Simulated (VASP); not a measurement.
# Be (Im-3m) in VASP: a series of runs, part 2 of 2

VASP 6.6.1. The steps go on from the part before.

## (3) Single point, RPBE (volume scaled by 1.04)

INCAR

```
SYSTEM = Be
PREC = Accurate ; ENCUT = 520
EDIFF = 1E-6 ; ISMEAR = -1
SIGMA = 0.1 ; LREAL = .False.
LASPH = .True. ; NELM = 60
ALGO = Normal ; ISIF = 2
LWAVE = .False. ; LCHARG = .False.
GGA = RP ; NBANDS = 7
```

KPOINTS

```
Automatic mesh
0
Gamma
  20 20 20
  0 0 0
```

POSCAR

```
Be
1.0
   -1.2783798249      1.2783798249      1.2783798249
    1.2783798249     -1.2783798249      1.2783798249
    1.2783798249      1.2783798249     -1.2783798249
Be
1
Direct
    0.0000000000      0.0000000000      0.0000000000
```

Potentials or basis: VASP PAW PBE potentials, release 64 (Be).

Command:

```console
cat potpaw_PBE.64/Be/POTCAR > POTCAR
mpirun -np 1 vasp_std > vasp.out
```

OUTCAR:

```text
SYSTEM = Be
   PREC = Accurate
   ENCUT = 520
   EDIFF = 1E-6
   ISMEAR = -1
   LREAL = .False.
   LASPH = .True.
   NELM = 60
   ISIF = 2
   GGA = RP

 ion  position               nearest neighbor table
   1  0.000  0.000  0.000-

  LATTYP: Found a body centered cubic cell.
 ALAT       =     2.5567596498

  Lattice vectors:

 A1 = (  -1.2783798249,   1.2783798249,   1.2783798249)
 A2 = (   1.2783798249,  -1.2783798249,   1.2783798249)
 A3 = (   1.2783798249,   1.2783798249,  -1.2783798249)

[... 409 lines left out ...]
  band No.  band energies     occupation
      1      -1.0681      2.00000
      2      14.7335      0.00000
      3      19.4696      0.00000
      4      22.2078      0.00000
      5      31.1281      0.00000
      6      32.0555      0.00000
      7      38.6323      0.00000

 [... further k-points ...]
[... 5 lines left out ...]
  --------------------------------------------------------------------------------------
  -------------------------------------------------------------------------------------
  Total       -0.2287036     -0.2287036     -0.2287036     -0.0000000     -0.0000000      0.0000000
  in kB      -43.8474036    -43.8474036    -43.8474036     -0.0000000     -0.0000000      0.0000000
  external PRESSURE =     -43.8474036 kB  Pullay stress =       0.0000000 kB

 VOLUME and BASIS-vectors are now :
 -----------------------------------------------------------------------------
  energy-cutoff  :      520.00
  volume of cell :        8.36
      direct lattice vectors                 reciprocal lattice vectors
    -1.278379825  1.278379825  1.278379825     0.000000000  0.391120065  0.391120065
     1.278379825 -1.278379825  1.278379825     0.391120065  0.000000000  0.391120065
     1.278379825  1.278379825 -1.278379825     0.391120065  0.391120065  0.000000000

 POSITION                                       TOTAL-FORCE (eV/Angst)
 -----------------------------------------------------------------------------------
      0.00000      0.00000      0.00000         0.000000      0.000000     -0.000000
 -----------------------------------------------------------------------------------
    total drift:                                0.000000      0.000000      0.000000

  FREE ENERGIE OF THE ION-ELECTRON SYSTEM (eV)
  ---------------------------------------------------
  free  energy   TOTEN  =        -3.4114029795 eV

  energy  without entropy=       -3.4061779048  energy(sigma->0) =       -3.40879044
```

OSZICAR:

```text
N       E                     dE             d eps       ncg     rms          rms(c)
DAV:   1    -0.215698096303E+01   -0.21570E+01   -0.11100E+03  3857   0.233E+02
DAV:   2    -0.343385940184E+01   -0.12769E+01   -0.12353E+01  5047   0.251E+01
DAV:   3    -0.343604066506E+01   -0.21813E-02   -0.21804E-02  4046   0.912E-01
DAV:   4    -0.343604113034E+01   -0.46528E-06   -0.46602E-06  5411   0.138E-02
DAV:   5    -0.343604113066E+01   -0.31495E-09   -0.42338E-10  4088   0.597E-05    0.751E-01
DAV:   6    -0.341799935923E+01    0.18042E-01   -0.23259E-03  3906   0.488E-01    0.463E-01
DAV:   7    -0.341146055120E+01    0.65388E-02   -0.19513E-03  3773   0.479E-01    0.350E-02
DAV:   8    -0.341140151511E+01    0.59036E-04   -0.14517E-05  4067   0.387E-02    0.692E-03
DAV:   9    -0.341140303194E+01   -0.15168E-05   -0.10282E-06  4382   0.651E-03    0.280E-04
DAV:  10    -0.341140297948E+01    0.52455E-07   -0.13249E-09  2170   0.387E-04
   1 F= -.34114030E+01 E0= -.34087904E+01  d E =-.522507E-02
```

stdout:

```text
POSCAR found type information on POSCAR Be
 POSCAR found :  1 types and       1 ions
 scaLAPACK will be used
 -----------------------------------------------------------------------------
|                                                                             |
|                                                                             |
|     You enforced a specific xc type in the INCAR file but a different       |
|     I HOPE YOU KNOW WHAT YOU ARE DOING!                                     |
|                                                                             |
 -----------------------------------------------------------------------------

 LDA part: xc-table for (Slater+PW92), standard interpolation
 POSCAR, INCAR and KPOINTS ok, starting setup
 FFT: planning ... GRIDC
 FFT: planning ... GRID_SOFT
 FFT: planning ... GRID
 WAVECAR not read
 entering main loop
```

Wall time 2.5 s (1 thread of Intel Xeon 6975P-C (Granite Rapids), shared host); peak memory 0.12 GiB.

Results:

| Item | Value |
| --- | --- |
| Free energy | -3.4114 eV |
| Pressure | -4.4 GPa |
| Band gap on the k mesh | zero (band 1 reaches 11.35 eV, above the bottom of band 2 at 6.30 eV) |

Levels at points of the mesh, in eV from the Fermi level:
```tsv
k point	band 1	band 2	band 3	band 4	band 5
(0.00, 0.00, 0.00)	-11.91	18.65	18.65	18.65	29.47
(0.50, 0.00, 0.00)	-4.95	0.19	11.82	14.90	19.58
(0.50, 0.50, 0.50)	3.87	3.87	3.87	9.45	9.45
```

Caveat: the PAW data sets were made with another functional, which shifts forces and pressure a little.
